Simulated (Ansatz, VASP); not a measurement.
## Gd: VASP beside Ansatz

The input INCAR:

```
SYSTEM = Gd
  PREC = Accurate
  ENCUT = 520
  EDIFF = 1E-7
  ISMEAR = -1
  SIGMA = 0.05
  LREAL = .False.
  LASPH = .True.
  NELM = 150
  ALGO = Normal
  ISIF = 2
  LWAVE = .False.
  LCHARG = .False.
  ISPIN = 2
  MAGMOM = 14
  LORBIT = 11
  NUPDOWN = 14.0
  LMAXMIX = 6
  GGA = PE
  NBANDS = 19
```

File KPOINTS:

```
regular mesh
0
Gamma
  8 8 8
  0 0 0
```

The input POSCAR:

```
Gd
1.0
    0.0000000000      2.5858190855      2.5858190855
    2.5858190855      0.0000000000      2.5858190855
    2.5858190855      2.5858190855      0.0000000000
Gd
1
Direct
    0.0000000000      0.0000000000      0.0000000000
```

Contents of input.yaml:

```yaml
crystal:
  lattice:
    - [0.0, 2.5858190855, 2.5858190855]
    - [2.5858190855, 0.0, 2.5858190855]
    - [2.5858190855, 2.5858190855, 0.0]
  atoms:
    - { symbol: Gd, position: [0.0, 0.0, 0.0], spin: 14.0 }
hamiltonian:
  xc: pbe
  pseudopotentials: { kind: paw }
magnetization:
  spin_polarized: true
  initial_magnetization: 14.0
  spin_locking: { lock_magnetization: hard }
kpoints:
  mp_grid: { grid: [8, 8, 8] }
scf:
  occupations: { method: fermi_dirac, width: 0.05 }
  lower_state_search: "off"
output:
  forces: true
  stress: true
  eigenvalues: true
```

Alike in both runs: task single point; functional PBE; k mesh 8 × 8 × 8; occupations fermi-dirac, width 0.05 eV; collinear spin; fixed moment 14 μB.

|  | VASP | Ansatz |
| --- | --- | --- |
| version | VASP 6.6.1 | Ansatz 0.2.0 |
| potentials or method | VASP PAW PBE potentials, release 64 (Gd) | Ansatz PAW |
| plane-wave cutoff (eV) | 520 | 420 |
| valence electrons in the cell | 18 | 18 |

Ansatz gave:

```
pressure (GPa)                                                : 6.4
net moment per atom (μB)                                      : 14.00
size of the moment on the site where the two differ most (μB) : 12.68
```

Problem. Which values does VASP return?

Solution. Pressure (GPa): 6.4; net moment per atom (μB): 14.00; size of the moment on the site where the two differ most (μB): 11.12.

Site moments also hang on the region over which each program counts them.

Spin-orbit coupling is off throughout.
